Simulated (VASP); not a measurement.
Runs of VASP 6.6.1 on Ge. The structure is that of space group Imma (No. 74), or close to it. The cells are those of the table. 

```tsv
level	potentials or basis	cell	k mesh	cutoff (eV)	smearing	gap on the mesh (eV)	pressure (GPa)	largest force (eV/Å)
LDA	VASP PAW LDA potentials, release 64 (Ge_d)	a = 3.940 Å, angles 100.8, 94.7, 136.9°, 2 atoms	11 × 11 × 11	520	fermi-dirac 0.05 eV	none	(a)	0.07
PBEsol	VASP PAW PBE potentials, release 64 (Ge_d)	a = 3.861 Å, angles 100.8, 94.7, 136.9°, 2 atoms	11 × 11 × 11	520	fermi-dirac 0.05 eV	none	0.6	(c)
PBE	VASP PAW PBE potentials, release 64 (Ge_d)	a = 3.914 Å, angles 100.8, 94.7, 136.9°, 2 atoms	11 × 11 × 11	500	gaussian 0.027 eV	none	(b)	0.06
PBE+D3(BJ)	VASP PAW PBE potentials, release 64 (Ge_d)	a = 3.751 Å, angles 100.8, 94.7, 136.9°, 2 atoms	11 × 11 × 11	520	fermi-dirac 0.05 eV	none	9.9	0.03
PBEsol	VASP PAW PBE potentials, release 64 (Ge_d)	a = 3.897, b = 3.897, c = 3.931 Å, angles 100.8, 94.7, 136.7°, 2 atoms	9 × 9 × 9	500	fermi-dirac 0.05 eV	none	-2.6	0.04
```

Alike in all rows: task single point; no spin polarisation.

Question: Fill in the values left out.

Answer: (a) -5.4; (b) 0.9; (c) 0.05.

Caveats: the PAW data sets were made with another functional, which shifts forces and pressure a little (some runs); pairwise dispersion overbinds metals, which lowers pressure and volume (some runs).

A k mesh can miss the band edges, and the runs leave out spin-orbit coupling on Ge.

A gap of «none» marks levels without a gap at the run's occupations.
